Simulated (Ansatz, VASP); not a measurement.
## Hf2GeN in VASP and in Ansatz

```
Hf Ge N
1.0
     4.45500    0.00000    0.00000
     0.00000    4.45500    0.00000
     0.00000    0.00000    3.77723
Hf Ge N
2 1 1
Direct
  0.50000 0.00000 0.00000
  0.00000 0.50000 0.00000
  0.50000 0.50000 0.50000
  0.00000 0.00000 0.00000
```

Alike in both runs: task single point; functional PBE; k mesh 4 × 4 × 4; occupations gaussian, width 0.1 eV; no spin polarisation.

|  | VASP | Ansatz |
| --- | --- | --- |
| version | VASP 6.6.1 | Ansatz 0.2.0 |
| potentials or method | VASP PAW PBE potentials, release 64 (Hf_pv, Ge_d, N), cutoff 520 eV | scalar-relativistic, plane waves, PAW |
| valence electrons in the cell | 39 | 71 |

Ansatz gave:

```
gap on the k mesh at the Fermi level (eV)                     : none
pressure (GPa)                                                : -9.1
traceless stress, the component that is largest in VASP (GPa) : 4.76
```

Question: Estimate VASP's values.

Answer: gap on the k mesh at the Fermi level (eV): none; pressure (GPa): -9.8; traceless stress, the component that is largest in VASP (GPa): 5.22.

A gap of «none» marks a metal or a gap that the smearing closes. VASP's potentials hold 39 valence electrons a cell and Ansatz's 71, so a difference there can come from the potentials and not from the codes.

The k mesh is coarse, so the values compare programs but aren't converged. Spin-orbit coupling is off throughout.
